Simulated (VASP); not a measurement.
Runs of VASP 6.6.1 on Ge. The structure is that of space group P4/mmm (No. 123), or close to it. The cells are those of the table. The cell was built from a structure type or drawn by symmetry, and may not be a known phase.

| task | cell | k mesh | cutoff (eV) | gap on the mesh (eV) | pressure (GPa) |
| --- | --- | --- | --- | --- | --- |
| single point | a = 4.939, b = 4.939, c = 2.307 Å, 3 atoms | 4 × 4 × 8 | 520 | none | 25.3 |
| single point | a = 5.270, b = 5.270, c = 2.621 Å, 3 atoms | 4 × 4 × 8 | 520 | none | 0.0 |
| single point | a = 5.241, b = 5.241, c = 2.655 Å, 3 atoms | 10 × 10 × 18 | 520 | none | (a) |
| relaxation of cell and atoms | relaxed from a = 4.939, b = 4.939, c = 2.307 Å, 3 atoms | 4 × 4 × 8 | 600 | none | 0.0 |

Alike in all rows: level PBE; potentials or basis VASP PAW PBE potentials, release 64 (Ge_d); no spin polarisation; smearing gaussian 0.1 eV.

Task: Fill in the values left out.

Result: (a) 0.1.

Caveats: the cell stands under pressure (at least some runs).

A k mesh can miss the band edges, and the runs leave out spin-orbit coupling on Ge.

A gap of «none» marks levels without a gap at the run's occupations.
